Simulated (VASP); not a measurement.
# TiN: single point with PBE

The system is TiN.

```
Ti N
1.0
     0.00000    2.14439    2.14439
     2.14439    0.00000    2.14439
     2.14439    2.14439    0.00000
Ti N
1 1
Direct
  0.00000 0.00000 0.00000
  0.50000 0.50000 0.50000
```

This cell differs from its parent crystal: volume scaled by 1.03.

| Property | Result |
| --- | --- |
| Program | VASP 6.6.1 |
| Task | single point |
| Functional | PBE |
| Potentials or basis | VASP PAW PBE potentials, release 64 (Ti_sv, N) |
| Cutoff | 520 eV |
| k mesh | 18 × 18 × 18 |
| Occupations | gaussian, width 0.1 eV |
| Spin | no spin polarisation |

The pressure is -7.3 GPa.

Levels at points of the mesh, in eV from the Fermi level:
```
           k point  band 7  band 8  band 9  band 10  band 11  band 12
(0.00, 0.00, 0.00)   -2.00   -2.00   -0.59    -0.59    -0.59     0.55
(0.50, 0.00, 0.00)   -5.30   -5.30    1.59     1.59     2.23     5.47
(0.50, 0.50, 0.00)   -3.18   -3.18   -2.92     1.55     2.25     2.25
```

It used 130 s of CPU time on 1 thread of AMD EPYC 7R13 Processor (Zen 3), on a shared host.
